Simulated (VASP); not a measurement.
# MnSi (R3) in VASP: a series of runs

MnSi is run at these levels: PBE; tasks: single point.

All numbers are computed with VASP 6.6.1; they aren't measurements. Logs are shortened: lines on timing, memory, paths and dates and some standing lists are left out, and cuts for length are marked.

## Step 1: The cell of the first run

The structure is trigonal, space group R3 (No. 146). The conventional cell has a = 6.699 Å, b = 6.699 Å, c = 7.566 Å, α = 90.00°, β = 90.00°, γ = 120.00°. Mn (site symmetry 1) has 7 Si at 2.35 to 2.64 Å and 6 Mn at 2.69 to 2.93 Å within 3.1 Å. Within 3.0 Å of Mn (site symmetry 3) lie 7 Si at 2.24 to 2.53 Å and 6 Mn at 2.84 to 2.85 Å. Si (site symmetry 1) has 7 Mn at 2.35 to 2.62 Å and 6 Si at 2.72 to 2.98 Å within 3.1 Å. Si (site symmetry 3) has 7 Mn at 2.24 to 2.64 Å and 6 Si at 2.84 to 2.89 Å within 3.0 Å.

## Step 2: Single point, PBE

INCAR reads:

```
SYSTEM = MnSi
PREC = Accurate
ENCUT = 500
EDIFF = 1E-6
ISMEAR = 0
SIGMA = 0.1
LREAL = .False.
LASPH = .True.
NELM = 120
ALGO = Normal
ISIF = 2
LWAVE = .False.
LCHARG = .True.
GGA = PE
LELF = .True.
LVHAR = .True.
ISYM = 0
NBANDS = 44
GGA_COMPAT = .False.
```

KPOINTS reads:

```
regular mesh
0
Gamma
  6 6 14
  0 0 0
```

POSCAR reads:

```
MnSi
1.0
    6.6994692722      0.0000000000      0.0000382553
   -3.3497346360      5.8019105817     -0.0000302420
   -3.3497207032      1.9339655198      2.5219649299
Mn Si
4 4
Direct
    0.1349277025      0.6308775366      0.3679355252
    0.8638863352      0.8650773597      0.3679284483
    0.3691239098      0.1361225437      0.3679313771
    0.6384724920      0.3615179098      0.9154333534
    0.8429999379      0.3501413511      0.6509644224
    0.1581024708      0.1570002304      0.6509620227
    0.6498560126      0.8418889170      0.6509644888
    0.3426311392      0.6573741517      0.0278803621
```

Potentials or basis: VASP PAW PBE potentials, release 64 (Mn_pv, Si).

Started as:

```
$ cat potpaw_PBE.64/Mn_pv/POTCAR potpaw_PBE.64/Si/POTCAR > POTCAR
$ mpirun -np 1 vasp_std > vasp.out
```

OUTCAR:

```text
SYSTEM = MnSi
   PREC = Accurate
   ENCUT = 500
   EDIFF = 1E-6
   ISMEAR = 0
   LREAL = .False.
   LASPH = .True.
   NELM = 120
   ISIF = 2
   GGA = PE
   ISYM = 0

 ion  position               nearest neighbor table
   1  0.135  0.631  0.368-   5 2.35   8 2.37   7 2.39   6 2.45   6 2.58   7 2.62   8 2.64   3 2.69
                             2 2.69   4 2.84   4 2.85   2 2.93   3 2.93
   2  0.864  0.865  0.368-   6 2.35   8 2.37   5 2.39   7 2.45   7 2.58   5 2.62   8 2.64   3 2.69
                             1 2.69   4 2.84   4 2.85   1 2.93   3 2.93
   3  0.369  0.136  0.368-   7 2.35   8 2.37   6 2.39   5 2.45   5 2.58   6 2.62   8 2.64   1 2.69
                             2 2.69   4 2.84   4 2.85   2 2.93   1 2.93
   4  0.638  0.362  0.915-   8 2.24   6 2.46   7 2.46   5 2.46   5 2.53   7 2.53   6 2.53   3 2.84
                             2 2.84   1 2.84   3 2.85   1 2.85   2 2.85
   5  0.843  0.350  0.651-   1 2.35   2 2.39   3 2.45   4 2.46   4 2.53   3 2.58   2 2.62   6 2.72
                             7 2.72   8 2.84   8 2.89   6 2.98   7 2.98
   6  0.158  0.157  0.651-   2 2.35   3 2.39   1 2.45   4 2.46   4 2.53   1 2.58   3 2.62   5 2.72
                             7 2.72   8 2.84   8 2.89   5 2.98   7 2.98
   7  0.650  0.842  0.651-   3 2.35   1 2.39   2 2.45   4 2.46   4 2.53   2 2.58   1 2.62   5 2.72
                             6 2.72   8 2.84   8 2.89   6 2.98   5 2.98
   8  0.343  0.657  0.028-   4 2.24   1 2.37   3 2.37   2 2.37   3 2.64   2 2.64   1 2.64   7 2.84
                             5 2.84   6 2.84   7 2.89   5 2.89   6 2.89

IMPORTANT INFORMATION: All symmetrisations will be switched off!
NOSYMM: (Re-)initialisation of all symmetry stuff for point group C_1.

----------------------------------------------------------------------------------------

                                     Primitive cell

  volume of cell :      98.0290

  direct lattice vectors                    reciprocal lattice vectors
     6.699469272  0.000000000  0.000038255     0.149264800  0.086178762  0.132170212
    -3.349734636  5.801910582 -0.000030242     0.000000755  0.172356764 -0.132170557
    -3.349720703  1.933965520  2.521964930    -0.000002264  0.000000760  0.396512630

  length of vectors
     6.699469272  6.699469272  4.617484004     0.217199734  0.217200162  0.396512630

  position of ions in fractional coordinates (direct lattice)
     0.134927703  0.630877537  0.367935525
     0.863886335  0.865077360  0.367928448
     0.369123910  0.136122544  0.367931377
     0.638472492  0.361517910  0.915433353
     0.842999938  0.350141351  0.650964422
     0.158102471  0.157000230  0.650962023
     0.649856013  0.841888917  0.650964489
     0.342631139  0.657374152  0.027880362

  ion indices of the primitive-cell ions
   primitive index   ion index
                 1           1
                 2           2
                 3           3
                 4           4
                 5           5
                 6           6
                 7           7
[... 110 lines left out ...]
   ISMEAR =     0;   SIGMA  =   0.10  broadening in eV -4-tet -1-fermi 0-gaus
   EFERMI_NEDOS =   21; number of points for ismear=-14 and -15
   IALGO  =     38    algorithm
   IMIX   =      4    mixing-type and parameters
     AMIX     =   0.40;   BMIX     =  1.00
     AMIX_MAG =   1.60;   BMIX_MAG =  1.00
  volume/ion in A,a.u.               =      12.25        82.69
  Fermi-wavevector in a.u.,A,eV,Ry     =   1.449193  2.738578 28.574430  2.100161
  Thomas-Fermi vector in A             =   2.566948
   LORBIT       =      0    0 simple, 1 ext, 2 COOP (PROOUT), +10 PAW based schemes
   GGA     = PE    functional components
   LHFCALC =     F    Hartree Fock is set to
   AEXX    =    0.0000 exact exchange contribution
   IVDW    =     0    specifies the selected vdW correction
   LEPSILON=     F    determine dielectric tensor
   LRPA    =     F    only Hartree local field effects (RPA)
 non-spin polarized calculation
 Gauss-broadening in eV      SIGMA  =   0.10
  energy-cutoff  :      500.00
  volume of cell :       98.03
 maximum number of plane-waves:      2514
 NGX is ok and might be reduce to    50
   NGX = 25   NGY = 25   NGZ = 17

 number of electron      68.0000001 magnetization

 Free energy of the ion-electron system (eV)
  ---------------------------------------------------
  ext. energy  EPLUGINS =         0.00000000
  ---------------------------------------------------
  free energy    TOTEN  =       -60.57723550 eV

  energy without entropy =      -60.52154181  energy(sigma->0) =      -60.54938866

 E-fermi :  10.2328     XC(G=0): -12.5156

 val. band max:       10.2321955573   @ k =   0.3333  -0.3333   0.4286
 cond. band min:      10.2348474142   @ k =   0.0000   0.0000   0.5000
 fundamental gap:      0.0026518569
 Fermi energy:        10.2328165367

 k-point     1 :       0.0000    0.0000    0.0000
  band No.  band energies     occupation
      1     -37.5466      2.00000
      2     -37.5429      2.00000
      3     -37.5427      2.00000
      4     -37.5173      2.00000
      5     -37.5172      2.00000
      6     -37.5077      2.00000
[... 1117 lines left out ...]
     43      14.3172      0.00000
     44      14.4610      0.00000

 [... further k-points ...]

------------------------ aborting loop because EDIFF is reached ----------------------------------------

  FORCE on cell =-STRESS in cart. coord.  units (eV):
  Direction    XX          YY          ZZ          XY          YZ          ZX
  --------------------------------------------------------------------------------------
  -------------------------------------------------------------------------------------
  Total      -11.8347607    -11.8342344     -0.0334298      0.0004005     -0.0000493      0.0000121
  in kB     -193.4263593   -193.4177572     -0.5463740      0.0065460     -0.0008054      0.0001981
  external PRESSURE =    -129.1301635 kB  Pullay stress =       0.0000000 kB

 VOLUME and BASIS-vectors are now :
 -----------------------------------------------------------------------------
  energy-cutoff  :      500.00
  volume of cell :       98.03
      direct lattice vectors                 reciprocal lattice vectors
     6.699469272  0.000000000  0.000038255     0.149264800  0.086178762  0.132170212
    -3.349734636  5.801910582 -0.000030242     0.000000755  0.172356764 -0.132170557
    -3.349720703  1.933965520  2.521964930    -0.000002264  0.000000760  0.396512630

 POSITION                                       TOTAL-FORCE (eV/Angst)
 -----------------------------------------------------------------------------------
     -2.44181      4.37187      0.92791         0.007196      0.009905      0.000518
      1.65734      5.73066      0.92791         0.005218     -0.011273      0.000551
      0.78449      1.50134      0.92792        -0.012355      0.001386      0.000444
     -0.00001      3.86791      2.30870        -0.000255      0.000126      0.011169
      2.29422      3.29043      1.64173        -0.001865      0.004231     -0.004374
     -1.64725      2.16984      1.64170         0.004734     -0.000553     -0.004365
     -0.64696      6.14351      1.64171        -0.002710     -0.003796     -0.004366
      0.00003      3.86795      0.07031         0.000037     -0.000025      0.000423
 -----------------------------------------------------------------------------------
    total drift:                               -0.000393      0.000270     -0.000162

  FREE ENERGIE OF THE ION-ELECTRON SYSTEM (eV)
  ---------------------------------------------------
  free  energy   TOTEN  =       -60.5772355020 eV

  energy  without entropy=      -60.5215418122  energy(sigma->0) =      -60.54938866
```

Wall time 22 min (1 thread of AMD EPYC 9R45 (Zen 5), shared host); peak memory 0.81 GiB.

What came out:

| Property | Result |
| --- | --- |
| Free energy | -60.5772 eV |
| Pressure | -12.9 GPa |
| Largest force | 0.012 eV/Å |
| Band gap on the k mesh | zero (bands 34 and 35 overlap by 0.45 eV) |

Forces on the atoms (eV/Å):
```
Mn   0.007  0.010  0.001
Mn   0.005 -0.011  0.001
Mn  -0.012  0.001  0.000
Mn   0.000  0.000  0.011
Si  -0.002  0.004 -0.004
Si   0.005 -0.001 -0.004
Si  -0.003 -0.004 -0.004
Si   0.000  0.000  0.000
```

Levels at points of the mesh, in eV from the Fermi level:
| k point | band 30 | band 31 | band 32 | band 33 | band 34 | band 35 | band 36 | band 37 | band 38 | band 39 |
| --- | --- | --- | --- | --- | --- | --- | --- | --- | --- | --- |
| (0.00, 0.00, 0.00) | -1.52 | -1.14 | 0.17 | 0.17 | 0.18 | 0.32 | 0.32 | 0.96 | 1.20 | 1.20 |
| (0.50, 0.00, 0.00) | -1.13 | -0.79 | -0.58 | -0.04 | 0.06 | 0.37 | 0.38 | 0.56 | 0.80 | 1.91 |
| (0.00, 0.50, 0.00) | -1.13 | -0.79 | -0.58 | -0.04 | 0.06 | 0.37 | 0.38 | 0.56 | 0.80 | 1.91 |
| (0.50, 0.50, 0.00) | -0.89 | -0.81 | -0.64 | -0.53 | -0.49 | 0.02 | 0.05 | 0.96 | 1.12 | 1.48 |
| (0.00, 0.00, 0.50) | -0.48 | -0.33 | -0.33 | -0.15 | -0.15 | -0.12 | 0.00 | 0.70 | 0.87 | 0.87 |
| (0.50, 0.00, 0.50) | -0.89 | -0.81 | -0.64 | -0.53 | -0.49 | 0.02 | 0.05 | 0.96 | 1.12 | 1.48 |
| (0.00, 0.50, 0.50) | -0.89 | -0.81 | -0.64 | -0.53 | -0.49 | 0.02 | 0.05 | 0.96 | 1.12 | 1.48 |
| (0.50, 0.50, 0.50) | -1.13 | -0.79 | -0.58 | -0.04 | 0.06 | 0.37 | 0.38 | 0.56 | 0.80 | 1.91 |

Caveat: the stress differs along the axes, from -19 to -0 GPa; the run has no spin polarisation, though such a crystal can be magnetic. Spin polarisation is off, so any magnetic state and its effect on volume and gap are missing.

## Step 3: Single point, PBE

This run uses another cell than the first one, of 11.86 Å³/atom.

INCAR reads:

```
SYSTEM = MnSi
  PREC = Accurate
  ENCUT = 500
  EDIFF = 1E-6
  ISMEAR = 0
  SIGMA = 0.1
  LREAL = .False.
  LASPH = .True.
  NELM = 120
  ALGO = Normal
  ISIF = 2
  LWAVE = .False.
  LCHARG = .True.
  GGA = PE
  LELF = .True.
  LVHAR = .True.
  NBANDS = 44
  ISYM = 0
  GGA_COMPAT = .False.
```

KPOINTS is that of step 2.

POSCAR reads:

```
MnSi
1.0
    6.6994692723      0.0000000000      0.0000000000
   -3.3497346361      5.8019105817      0.0000000000
   -3.3497346361      1.9339701939      2.4399861207
Mn Si
4 4
Direct
    0.1371288919      0.6371288919      0.3628711081
    0.8628711081      0.8628711081      0.3628711081
    0.3628711081      0.1371288919      0.3628711081
    0.6371288919      0.3628711081      0.9113866756
    0.8456111361      0.3456111361      0.6543888639
    0.1543888639      0.1543888639      0.6543888639
    0.6543888639      0.8456111361      0.6543888639
    0.3456111361      0.6543888639      0.0368334083
```

Potentials or basis: VASP PAW PBE potentials, release 64 (Mn_pv, Si).

Started as:

```
$ cat potpaw_PBE.64/Mn_pv/POTCAR potpaw_PBE.64/Si/POTCAR > POTCAR
$ mpirun -np 1 vasp_std > vasp.out
```

OUTCAR:

```text
SYSTEM = MnSi
   PREC = Accurate
   ENCUT = 500
   EDIFF = 1E-6
   ISMEAR = 0
   LREAL = .False.
   LASPH = .True.
   NELM = 120
   ISIF = 2
   GGA = PE
   ISYM = 0

 ion  position               nearest neighbor table
   1  0.137  0.637  0.363-   7 2.33   8 2.35   5 2.36   6 2.47   6 2.49   8 2.61   7 2.62   2 2.63
                             3 2.63   4 2.83   4 2.85   2 2.91   3 2.91
   2  0.863  0.863  0.363-   5 2.33   8 2.35   6 2.36   7 2.47   7 2.49   8 2.61   5 2.62   1 2.63
                             3 2.63   4 2.83   4 2.85   1 2.91   3 2.91
   3  0.363  0.137  0.363-   6 2.33   8 2.35   7 2.36   5 2.47   5 2.49   8 2.61   6 2.62   1 2.63
                             2 2.63   4 2.83   4 2.85   1 2.91   2 2.91
   4  0.637  0.363  0.911-   8 2.13   5 2.47   6 2.47   7 2.47   6 2.48   7 2.48   5 2.48   3 2.83
[... 1335 lines left out ...]
  external PRESSURE =     -62.0927759 kB  Pullay stress =       0.0000000 kB

 VOLUME and BASIS-vectors are now :
 -----------------------------------------------------------------------------
  energy-cutoff  :      500.00
  volume of cell :       94.84
      direct lattice vectors                 reciprocal lattice vectors
     6.699469272  0.000000000  0.000000000     0.149265555  0.086178508  0.136612799
    -3.349734636  5.801910582  0.000000000     0.000000000  0.172357017 -0.136612799
    -3.349734636  1.933970194  2.439986121     0.000000000  0.000000000  0.409838397

 POSITION                                       TOTAL-FORCE (eV/Angst)
 -----------------------------------------------------------------------------------
     -2.43104      4.39835      0.88540        -0.003840     -0.235117      0.240376
      1.67487      5.70808      0.88540        -0.201975      0.121168      0.240190
      0.75618      1.49739      0.88540         0.205845      0.114682      0.240164
      0.00000      3.86794      2.22377        -0.000340     -0.000107      0.962555
      2.31541      3.27077      1.59670        -0.203219      0.251517     -0.280395
     -1.67487      2.16132      1.59670         0.319536      0.050075     -0.280400
     -0.64054      6.17173      1.59670        -0.116270     -0.302080     -0.280318
      0.00000      3.86794      0.08987         0.000263     -0.000137     -0.842171
 -----------------------------------------------------------------------------------
    total drift:                               -0.000402      0.000428     -0.000053

  FREE ENERGIE OF THE ION-ELECTRON SYSTEM (eV)
  ---------------------------------------------------
  free  energy   TOTEN  =       -60.3875607105 eV

  energy  without entropy=      -60.3345445625  energy(sigma->0) =      -60.36105264
```

stdout:

```text
POSCAR found type information on POSCAR MnSi
 POSCAR found :  2 types and       8 ions
 scaLAPACK will be used
 LDA part: xc-table for (Slater+PW92), standard interpolation
 -----------------------------------------------------------------------------
|                                                                             |
|           W    W    AA    RRRRR   N    N  II  N    N   GGGG   !!!           |
|           W    W   A  A   R    R  NN   N  II  NN   N  G    G  !!!           |
|           W    W  A    A  R    R  N N  N  II  N N  N  G       !!!           |
|           W WW W  AAAAAA  RRRRR   N  N N  II  N  N N  G  GGG   !            |
|           WW  WW  A    A  R   R   N   NN  II  N   NN  G    G                |
|           W    W  A    A  R    R  N    N  II  N    N   GGGG   !!!           |
|                                                                             |
|     Your reciprocal lattice and k-lattice belong to different lattice       |
|     classes:                                                                |
|                                                                             |
|        The reciprocal lattice is rhombohedral (trigonal),                   |
|        whereas your k-lattice is base-centered monoclinic.                  |
|                                                                             |
|     Results are often still useful ...                                      |
|                                                                             |
 -----------------------------------------------------------------------------

 POSCAR, INCAR and KPOINTS ok, starting setup
 FFT: planning ... GRIDC
 FFT: planning ... GRID_SOFT
 FFT: planning ... GRID
 WAVECAR not read
 entering main loop
```

It took 30 min on 1 thread of Intel Xeon Platinum 8488C (Sapphire Rapids), shared host; peak memory 0.82 GiB.

Results:

- Free energy: -60.3876 eV
- Pressure: -6.2 GPa
- Largest force: 0.963 eV/Å
- Band gap on the k mesh: zero (bands 34 and 35 overlap by 0.40 eV)

Forces in eV/Å, atoms in the order of the input:
```
Mn  -0.004 -0.235  0.240
Mn  -0.202  0.121  0.240
Mn   0.206  0.115  0.240
Mn   0.000  0.000  0.963
Si  -0.203  0.252 -0.280
Si   0.320  0.050 -0.280
Si  -0.116 -0.302 -0.280
Si   0.000  0.000 -0.842
```

Stress tensor (GPa, compression positive):
```
-16.97   0.00   0.00
  0.00 -16.97   0.00
  0.00   0.00  15.32
```

Caveat: the stress differs along the axes, from -17 to 15 GPa; the run has no spin polarisation, though such a crystal can be magnetic. Spin polarisation is off, so any magnetic state and its effect on volume and gap are missing.
